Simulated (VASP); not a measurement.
Input of a VASP 6.6.1 run:

Contents of INCAR:

```
ALGO = Normal ; EDIFF = 1E-6
ENCUT = 600 ; GGA = PE
GGA_COMPAT = F ; ISIF = 2
ISMEAR = 0 ; ISPIN = 2
LASPH = T ; LCHARG = F
LDAU = T ; LDAUJ = 0 0
LDAUL = 3 -1 ; LDAUPRINT = 1
LDAUTYPE = 2 ; LDAUU = 8 0
LMAXMIX = 6 ; LORBIT = 11
LREAL = F ; LWAVE = F
MAGMOM = 4.38 -0.02 ; NBANDS = 22
NELM = 200 ; PREC = Accurate
SIGMA = 0.05
```

KPOINTS

```
k-points
0
Gamma
  7 7 7
```

File POSCAR:

```
PmO
1.0
    2.8401619400      0.0000000000      0.0000000000
    0.0000000000      2.8401619400      0.0000000000
    0.0000000000      0.0000000000      2.8401619400
Pm O
1 1
Direct
    0.0000000000      0.0000000000      0.0000000000
    0.5000000000      0.5000000000      0.5000000000
```

Potentials or basis: VASP PAW PBE potentials, release 64 (Pm, O).

Command:

```console
$ cat potpaw_PBE.64/Pm/POTCAR potpaw_PBE.64/O/POTCAR > POTCAR
$ mpirun -np 1 vasp_std > vasp.out
```

(1) What does it give for the pressure?

(2) What does it give for the net moment?

(3) Predict the site moments.

## Answers

(1) 53.8 GPa.

(2) 4.85 μB per cell.

(3) Pm +4.69; O -0.07 μB.

Caveat: the magnetic or orbital state may not be the lowest; the cell stands under pressure.
